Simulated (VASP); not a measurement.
# SnTe3 (Fm-3m) in VASP: notebook

The runs below take SnTe3 through single point, relaxation of cell and atoms, with PBE.

Program: VASP 6.6.1. These are calculated values, not measurements. Logs are shortened: lines on timing, memory, paths and dates and some standing lists are left out, and cuts for length are marked.

## (1) The cell of the first run

The structure is cubic, space group Fm-3m (No. 225). Conventional cell: a = 7.735 Å, b = 7.735 Å, c = 7.735 Å, α = 90.00°, β = 90.00°, γ = 90.00°. Within 4.4 Å of Sn (site symmetry m-3m) lie 14 Te at 3.35 to 3.87 Å. Te (site symmetry m-3m) has 8 Te at 3.35 Å and 6 Sn at 3.87 Å within 4.4 Å. Te (site symmetry -43m) has 4 Sn at 3.35 Å and 10 Te at 3.35 to 3.87 Å within 4.4 Å.

## (2) Single point, PBE

Contents of INCAR:

```
SYSTEM = SnTe3
  ALGO = Normal
  EDIFF = 1E-6
  ENCUT = 520
  GGA = PE
  ISIF = 2
  ISMEAR = -1
  LASPH = .TRUE.
  LCHARG = .FALSE.
  LREAL = .FALSE.
  LWAVE = .FALSE.
  NBANDS = 24
  NELM = 100
  PREC = Accurate
  SIGMA = 0.02
```

Contents of KPOINTS:

```
k-points
0
G
  5 5 5
  0 0 0
```

Contents of POSCAR:

```
SnTe3
1.0
    0.0000000000      3.8677270349      3.8677270349
    3.8677270349      0.0000000000      3.8677270349
    3.8677270349      3.8677270349      0.0000000000
Sn Te
1 3
Direct
    0.0000000000      0.0000000000      0.0000000000
    0.5000000000      0.5000000000      0.5000000000
    0.2500000000      0.2500000000      0.2500000000
    0.7500000000      0.7500000000      0.7500000000
```

Potentials or basis: VASP PAW PBE potentials, release 64 (Sn_d, Te).

The run is started by

```console
cat potpaw_PBE.64/Sn_d/POTCAR potpaw_PBE.64/Te/POTCAR > POTCAR
mpirun -np 1 vasp_std > vasp.out
```

OUTCAR:

```text
SYSTEM = SnTe3
   EDIFF = 1E-6
   ENCUT = 520
   GGA = PE
   ISIF = 2
   ISMEAR = -1
   LASPH = .TRUE.
   LREAL = .FALSE.
   NELM = 100
   PREC = Accurate

 ion  position               nearest neighbor table
   1  0.000  0.000  0.000-   4 3.35   4 3.35   4 3.35   3 3.35   4 3.35   3 3.35   3 3.35   3 3.35

   2  0.500  0.500  0.500-   3 3.35   3 3.35   3 3.35   3 3.35   4 3.35   4 3.35   4 3.35   4 3.35

   3  0.250  0.250  0.250-   1 3.35   1 3.35   1 3.35   1 3.35   2 3.35   2 3.35   2 3.35   2 3.35

   4  0.750  0.750  0.750-   2 3.35   2 3.35   2 3.35   1 3.35   2 3.35   1 3.35   1 3.35   1 3.35

  LATTYP: Found a face centered cubic cell.
 ALAT       =     7.7354540698

  Lattice vectors:

 A1 = (   0.0000000000,   3.8677270349,   3.8677270349)
 A2 = (   3.8677270349,   0.0000000000,   3.8677270349)
 A3 = (   3.8677270349,   3.8677270349,   0.0000000000)

Analysis of symmetry for initial positions (statically):
=====================================================================
 Subroutine PRICEL returns:
 Original cell was already a primitive cell.

 Routine SETGRP: Setting up the symmetry group for a
 face centered cubic supercell.

 Subroutine GETGRP returns: Found 48 space group operations
 (whereof 48 operations were pure point group operations)
 out of a pool of 48 trial point group operations.

The static configuration has the point symmetry O_h .

Analysis of symmetry for dynamics (positions and initial velocities):
=====================================================================
 Subroutine PRICEL returns:
 Original cell was already a primitive cell.

 Routine SETGRP: Setting up the symmetry group for a
 face centered cubic supercell.

 Subroutine GETGRP returns: Found 48 space group operations
 (whereof 48 operations were pure point group operations)
 out of a pool of 48 trial point group operations.

The dynamic configuration has the point symmetry O_h .

 Subroutine INISYM returns: Found 48 space group operations
 (whereof 48 operations are pure point group operations),
 and found     1 'primitive' translations

----------------------------------------------------------------------------------------

                                     Primitive cell

  volume of cell :     115.7171

  direct lattice vectors                    reciprocal lattice vectors
     0.000000000  3.867727035  3.867727035    -0.129274893  0.129274893  0.129274893
     3.867727035  0.000000000  3.867727035     0.129274893 -0.129274893  0.129274893
     3.867727035  3.867727035  0.000000000     0.129274893  0.129274893 -0.129274893

  length of vectors
     5.469792028  5.469792028  5.469792028     0.223910683  0.223910683  0.223910683

  position of ions in fractional coordinates (direct lattice)
     0.000000000  0.000000000  0.000000000
     0.500000000  0.500000000  0.500000000
     0.250000000  0.250000000  0.250000000
     0.750000000  0.750000000  0.750000000

  ion indices of the primitive-cell ions
   primitive index   ion index
                 1           1
                 2           2
                 3           3
                 4           4

----------------------------------------------------------------------------------------

 KPOINTS: k-points

Automatic generation of k-mesh.
 Grid dimensions read from file:
 generate k-points for:    5    5    5

 Generating k-lattice:

  Cartesian coordinates                     Fractional coordinates (reciprocal lattice)
    -0.025854979  0.025854979  0.025854979     0.200000000  0.000000000  0.000000000
     0.025854979 -0.025854979  0.025854979     0.000000000  0.200000000  0.000000000
     0.025854979  0.025854979 -0.025854979     0.000000000  0.000000000  0.200000000

  Length of vectors
     0.044782137  0.044782137  0.044782137

  Shift w.r.t. Gamma in fractional coordinates (k-lattice)
     0.000000000  0.000000000  0.000000000

 Subroutine IBZKPT returns following result:
 ===========================================

 Found     10 irreducible k-points:

 Following reciprocal coordinates:
            Coordinates               Weight
  0.000000  0.000000  0.000000      1.000000
  0.200000  0.000000  0.000000      8.000000
  0.400000  0.000000  0.000000      8.000000
  0.200000  0.200000  0.000000      6.000000
  0.400000  0.200000  0.000000     24.000000
 -0.400000  0.200000  0.000000     24.000000
 -0.200000  0.200000  0.000000     12.000000
  0.400000  0.400000  0.000000      6.000000
 -0.400000  0.400000  0.000000     12.000000
 -0.400000  0.400000  0.200000     24.000000
   k-points           NKPTS =     10   k-points in BZ     NKDIM =     10   number of bands    NBANDS=     24
   number of dos      NEDOS =    301   number of ions     NIONS =      4
   total plane-waves  NPLWV =  74088
   dimension x,y,z NGX =    42 NGY =   42 NGZ =   42
   dimension x,y,z NGXF=    84 NGYF=   84 NGZF=   84
   ions per type =               1   3
   NGX,Y,Z   is equivalent  to a cutoff of  12.77, 12.77, 12.77 a.u.
   NGXF,Y,Z  is equivalent  to a cutoff of  25.53, 25.53, 25.53 a.u.
 SYSTEM =  SnTe3
   PREC   = accura    normal or accurate (medium, high low for compatibility)
   ISTART =      0    job   : 0-new  1-cont  2-samecut
   ICHARG =      2    charge: 1-file 2-atom 10-const
   ISPIN  =      1    spin polarized calculation?
   LNONCOLLINEAR =      F non collinear calculations
   LSORBIT =      F    spin-orbit coupling
   LASPH  =      T    aspherical Exc in radial PAW
   ENCUT  =  520.0 eV  38.22 Ry    6.18 a.u.  10.17 10.17 10.17*2*pi/ulx,y,z
   NELM   =    100;   NELMIN=  2; NELMDL= -5     # of ELM steps
   EDIFF  = 0.1E-05   stopping-criterion for ELM
   LREAL  =      F    real-space projection
   EDIFFG = 0.1E-04   stopping-criterion for IOM
   NSW    =      0    number of steps for IOM
   IBRION =     -1    ionic relax: 0-MD 1-quasi-New 2-CG
   NFREE  =      0    steps in history (QN), initial steepest desc. (CG)
   ISIF   =      2    stress and relaxation
   ISYM   =      2    0-nonsym 1-usesym 2-fastsym
   POTIM  = 0.5000    time-step for ionic-motion
   TEBEG  =    0.0;   TEEND  =   0.0 temperature during run
   PSTRESS=    0.0 pullay stress
   NELECT =      32.0000    total number of electrons
   NUPDOWN=      -1.0000    fix difference up-down
   EMIN   =  10.00;   EMAX   =-10.00  energy-range for DOS
   EFERMI =   0.00;   METHOD = LEGACY
   ISMEAR =    -1;   SIGMA  =   0.02  broadening in eV -4-tet -1-fermi 0-gaus
   EFERMI_NEDOS =   21; number of points for ismear=-14 and -15
   IALGO  =     38    algorithm
   IMIX   =      4    mixing-type and parameters
     AMIX     =   0.40;   BMIX     =  1.00
     AMIX_MAG =   1.60;   BMIX_MAG =  1.00
  volume/ion in A,a.u.               =      28.93       195.22
  Fermi-wavevector in a.u.,A,eV,Ry     =   1.066577  2.015539 15.477813  1.137587
  Thomas-Fermi vector in A             =   2.202166
   LORBIT       =      0    0 simple, 1 ext, 2 COOP (PROOUT), +10 PAW based schemes
   GGA     = PE    functional components
   LHFCALC =     F    Hartree Fock is set to
   AEXX    =    0.0000 exact exchange contribution
   IVDW    =     0    specifies the selected vdW correction
   LEPSILON=     F    determine dielectric tensor
   LRPA    =     F    only Hartree local field effects (RPA)
 non-spin polarized calculation
  energy-cutoff  :      520.00
  volume of cell :      115.72
 maximum number of plane-waves:      3126
 NGX is ok and might be reduce to    42
   NGX = 21   NGY = 21   NGZ = 21

 number of electron      31.9999999 magnetization

 Free energy of the ion-electron system (eV)
  ---------------------------------------------------
  ext. energy  EPLUGINS =         0.00000000
  ---------------------------------------------------
  free energy    TOTEN  =       -12.52176195 eV

  energy without entropy =      -12.51007489  energy(sigma->0) =      -12.51591842

 E-fermi :   7.4651     XC(G=0): -10.0081

 val. band max:        7.4469724866   @ k =  -0.4000   0.4000   0.0000
 cond. band min:       7.4702616578   @ k =  -0.4000   0.4000   0.0000
 fundamental gap:      0.0232891712
 Fermi energy:         7.4651050559

 k-point     1 :       0.0000    0.0000    0.0000
  band No.  band energies     occupation
      1     -14.0121      2.00000
      2     -14.0121      2.00000
      3     -14.0121      2.00000
      4     -14.0093      2.00000
      5     -14.0093      2.00000
      6      -5.7617      2.00000
[... 16 lines left out ...]
     23      11.7105      0.00000
     24      17.8150      0.00000

 k-point     2 :       0.2000    0.0000    0.0000
  band No.  band energies     occupation
      1     -14.0124      2.00000
      2     -14.0118      2.00000
      3     -14.0118      2.00000
      4     -14.0093      2.00000
      5     -14.0093      2.00000
      6      -5.5144      2.00000
[... 16 lines left out ...]
     23      11.8300      0.00000
     24      16.7466      0.00000

 k-point     3 :       0.4000    0.0000    0.0000
  band No.  band energies     occupation
      1     -14.0130      2.00000
      2     -14.0115      2.00000
      3     -14.0115      2.00000
      4     -14.0092      2.00000
      5     -14.0092      2.00000
      6      -4.8506      2.00000
[... 16 lines left out ...]
     23      14.0399      0.00000
     24      15.0258      0.00000
[... 136 lines left out ...]
 k-point     9 :      -0.4000    0.4000    0.0000
  band No.  band energies     occupation
      1     -14.0136      2.00000
      2     -14.0111      2.00000
      3     -14.0107      2.00000
      4     -14.0099      2.00000
      5     -14.0090      2.00000
      6      -3.8916      2.00000
[... 16 lines left out ...]
     23      13.6672      0.00000
     24      14.1366      0.00000

 k-point    10 :      -0.4000    0.4000    0.2000
  band No.  band energies     occupation
      1     -14.0129      2.00000
      2     -14.0119      2.00000
      3     -14.0107      2.00000
      4     -14.0097      2.00000
      5     -14.0091      2.00000
      6      -4.2806      2.00000
[... 16 lines left out ...]
     23      14.1278      0.00000
     24      14.5168      0.00000

------------------------ aborting loop because EDIFF is reached ----------------------------------------

  FORCE on cell =-STRESS in cart. coord.  units (eV):
  Direction    XX          YY          ZZ          XY          YZ          ZX
  --------------------------------------------------------------------------------------
  -------------------------------------------------------------------------------------
  Total       -0.0249125     -0.0249125     -0.0249125      0.0000000      0.0000000      0.0000000
  in kB       -0.3449290     -0.3449290     -0.3449290      0.0000000      0.0000000      0.0000000
  external PRESSURE =      -0.3449290 kB  Pullay stress =       0.0000000 kB

 VOLUME and BASIS-vectors are now :
 -----------------------------------------------------------------------------
  energy-cutoff  :      520.00
  volume of cell :      115.72
      direct lattice vectors                 reciprocal lattice vectors
     0.000000000  3.867727035  3.867727035    -0.129274893  0.129274893  0.129274893
     3.867727035  0.000000000  3.867727035     0.129274893 -0.129274893  0.129274893
     3.867727035  3.867727035  0.000000000     0.129274893  0.129274893 -0.129274893

 POSITION                                       TOTAL-FORCE (eV/Angst)
 -----------------------------------------------------------------------------------
      0.00000      0.00000      0.00000         0.000000      0.000000      0.000000
      3.86773      3.86773      3.86773         0.000000     -0.000000      0.000000
      1.93386      1.93386      1.93386        -0.000000     -0.000000     -0.000000
      5.80159      5.80159      5.80159         0.000000      0.000000      0.000000
 -----------------------------------------------------------------------------------
    total drift:                               -0.000000      0.000000      0.000000

  FREE ENERGIE OF THE ION-ELECTRON SYSTEM (eV)
  ---------------------------------------------------
  free  energy   TOTEN  =       -12.5217619516 eV

  energy  without entropy=      -12.5100748946  energy(sigma->0) =      -12.51591842
```

It took 36 s on 1 thread of Intel Xeon Platinum 8259CL at 2.50GHz (Skylake/Cascade Lake), shared host; peak memory 0.25 GiB.

Results:

| Quantity | Value |
| --- | --- |
| Free energy | -12.5218 eV |
| Pressure | 0.0 GPa |

Levels at points of the mesh, in eV from the Fermi level:
| k point | band 13 | band 14 | band 15 | band 16 | band 17 | band 18 | band 19 | band 20 |
| --- | --- | --- | --- | --- | --- | --- | --- | --- |
| (0.00, 0.00, 0.00) | -3.05 | -3.05 | -3.05 | -1.65 | -1.65 | -1.65 | 3.29 | 3.29 |

Caveat: this odd mesh misses L, where the gap lies, so gap, dielectric constants and Born charges aren't listed; spin-orbit coupling is left out, which moves the levels of the heavy elements.

## (3) Single point, PBE

This run uses another cell than the first one, of 28.64 Å³/atom, 0.990 times its volume.

Contents of INCAR:

```
SYSTEM = SnTe3
ALGO = Normal
EDIFF = 1E-7
ENCUT = 520
GGA = PE
ISIF = 2
ISMEAR = -1
LASPH = .True.
LCHARG = .False.
LREAL = .False.
LWAVE = .False.
NBANDS = 24
NELM = 80
PREC = Accurate
SIGMA = 0.02
```

Contents of KPOINTS:

```
k-points
0
Gamma
  5 5 5
  0 0 0
```

Contents of POSCAR:

```
SnTe3
1.0
    0.0000000000      3.8547913964      3.8547913964
    3.8547913964      0.0000000000      3.8547913964
    3.8547913964      3.8547913964      0.0000000000
Sn Te
1 3
Direct
    0.0000000000      0.0000000000      0.0000000000
    0.5000000000      0.5000000000      0.5000000000
    0.2500000000      0.2500000000      0.2500000000
    0.7500000000      0.7500000000      0.7500000000
```

Potentials or basis: VASP PAW PBE potentials, release 64 (Sn_d, Te).

The run is started by

```console
cat potpaw_PBE.64/Sn_d/POTCAR potpaw_PBE.64/Te/POTCAR > POTCAR
mpirun -np 1 vasp_std > vasp.out
```

Wall time 50 s (1 thread of Intel Xeon Platinum 8259CL at 2.50GHz (Skylake/Cascade Lake), shared host); peak memory 0.25 GiB.

Results (log left out):

- Free energy: -12.5203 eV
- Pressure: 0.4 GPa

Levels at points of the mesh, in eV from the Fermi level:
```csv
k point,band 12,band 13,band 14,band 15,band 16,band 17,band 18,band 19,band 20,band 21
"(0.00, 0.00, 0.00)",-3.14,-3.09,-3.09,-3.09,-1.67,-1.67,-1.67,3.26,3.26,4.30
```

Caveat: this odd mesh misses L, where the gap lies, so gap, dielectric constants and Born charges aren't listed; spin-orbit coupling is left out, which moves the levels of the heavy elements.

## (4) Single point, PBE

This run uses another cell than the first one, of 29.22 Å³/atom, 1.010 times its volume.

Contents of INCAR:

```
SYSTEM = SnTe3
  ALGO = Normal
  EDIFF = 1E-7
  ENCUT = 520
  GGA = PE
  ISIF = 2
  ISMEAR = -1
  LASPH = .TRUE.
  LCHARG = .FALSE.
  LREAL = .FALSE.
  LWAVE = .FALSE.
  NBANDS = 24
  NELM = 60
  PREC = Accurate
  SIGMA = 0.02
```

Contents of KPOINTS:

```
k-points
0
G
  5 5 5
  0 0 0
```

Contents of POSCAR:

```
SnTe3
1.0
    0.0000000000      3.8805767208      3.8805767208
    3.8805767208      0.0000000000      3.8805767208
    3.8805767208      3.8805767208      0.0000000000
Sn Te
1 3
Direct
    0.0000000000      0.0000000000      0.0000000000
    0.5000000000      0.5000000000      0.5000000000
    0.2500000000      0.2500000000      0.2500000000
    0.7500000000      0.7500000000      0.7500000000
```

The run is started by

```console
cat potpaw_PBE.64/Sn_d/POTCAR potpaw_PBE.64/Te/POTCAR > POTCAR
mpirun -np 1 vasp_std > vasp.out
```

Run time: 50 s. Hardware: 1 thread of Intel Xeon Platinum 8259CL at 2.50GHz (Skylake/Cascade Lake), shared host; peak memory 0.25 GiB.

Results (log left out):

```
Free energy : -12.5198 eV
Pressure    : -0.5 GPa
```

Levels at points of the mesh, in eV from the Fermi level:
```tsv
k point	band 14	band 15	band 16	band 17	band 18	band 19
(0.00, 0.00, 0.00)	-3.01	-3.01	-1.62	-1.62	-1.62	3.33
```

Caveat: this odd mesh misses L, where the gap lies, so gap, dielectric constants and Born charges aren't listed; spin-orbit coupling is left out, which moves the levels of the heavy elements.

## (5) Relaxation of cell and atoms, PBE

Contents of INCAR:

```
PREC = Accurate
ENCUT = 600
EDIFF = 1E-6
ISMEAR = -1
SIGMA = 0.02
LREAL = False
LASPH = True
NELM = 80
ALGO = Normal
ISIF = 3
LWAVE = False
LCHARG = False
GGA = PE
IBRION = 2
NSW = 80
EDIFFG = -0.02
```

Contents of KPOINTS:

```
Automatic mesh
0
Gamma
  5 5 5
```

Contents of POSCAR:

```
SnTe3
1.0
    0.0000000000      3.8677270349      3.8677270349
    3.8677270349      0.0000000000      3.8677270349
    3.8677270349      3.8677270349      0.0000000000
Sn Te
1 3
Direct
    0.0000000000      0.0000000000      0.0000000000
    0.5000000000      0.5000000000      0.5000000000
    0.2500000000      0.2500000000      0.2500000000
    0.7500000000      0.7500000000      0.7500000000
```

The run is started by

```console
cat potpaw_PBE.64/Sn_d/POTCAR potpaw_PBE.64/Te/POTCAR > POTCAR
mpirun -np 1 vasp_std > vasp.out
```

Wall time 46 s (1 thread of Intel Xeon Platinum 8259CL at 2.50GHz (Skylake/Cascade Lake), shared host); peak memory 0.31 GiB.

It converged, with:

| Item | Value |
| --- | --- |
| Free energy | -12.5218 eV |
| Pressure after relaxing | 0.0 GPa |

Final structure:
```cif
data_structure
_symmetry_space_group_name_H-M 'P 1'
_symmetry_Int_Tables_number 1
_cell_length_a 5.4698
_cell_length_b 5.4698
_cell_length_c 5.4698
_cell_angle_alpha 60.000
_cell_angle_beta 60.000
_cell_angle_gamma 60.000
_cell_volume 115.72
loop_
_atom_site_label
_atom_site_type_symbol
_atom_site_fract_x
_atom_site_fract_y
_atom_site_fract_z
_atom_site_occupancy
Sn1 Sn 0.00000 0.00000 0.00000 1
Te1 Te 0.50000 0.50000 0.50000 1
Te2 Te 0.25000 0.25000 0.25000 1
Te3 Te 0.75000 0.75000 0.75000 1
```

Levels at points of the mesh, in eV from the Fermi level:
| k point | band 13 | band 14 | band 15 | band 16 | band 17 | band 18 | band 19 | band 20 |
| --- | --- | --- | --- | --- | --- | --- | --- | --- |
| (0.00, 0.00, 0.00) | -3.05 | -3.05 | -3.05 | -1.65 | -1.65 | -1.65 | 3.29 | 3.29 |

Caveat: the relaxation stopped at its first step, so nothing moved; this odd mesh misses L, where the gap lies, so gap, dielectric constants and Born charges aren't listed; spin-orbit coupling is left out, which moves the levels of the heavy elements.

## (6) Summary

| task | cell | cutoff (eV) | pressure (GPa) |
| --- | --- | --- | --- |
| single point | a = 5.470 Å, angles 60.0°, 4 atoms | 520 | 0.0 |
| single point | a = 5.451 Å, angles 60.0°, 4 atoms | 520 | 0.4 |
| single point | a = 5.488 Å, angles 60.0°, 4 atoms | 520 | -0.5 |
| relaxation of cell and atoms | relaxed from a = 5.470 Å, angles 60.0°, 4 atoms | 600 | 0.0 |

Alike in all rows: level PBE; potentials or basis VASP PAW PBE potentials, release 64 (Sn_d, Te); no spin polarisation; k mesh 5 × 5 × 5; smearing fermi-dirac 0.02 eV.

Caveats: spin-orbit coupling is left out, which moves the levels of the heavy elements; the relaxation stopped at its first step, so nothing moved (some runs).

Total energies depend on the potentials used, so only differences within one code and one set of settings carry meaning.
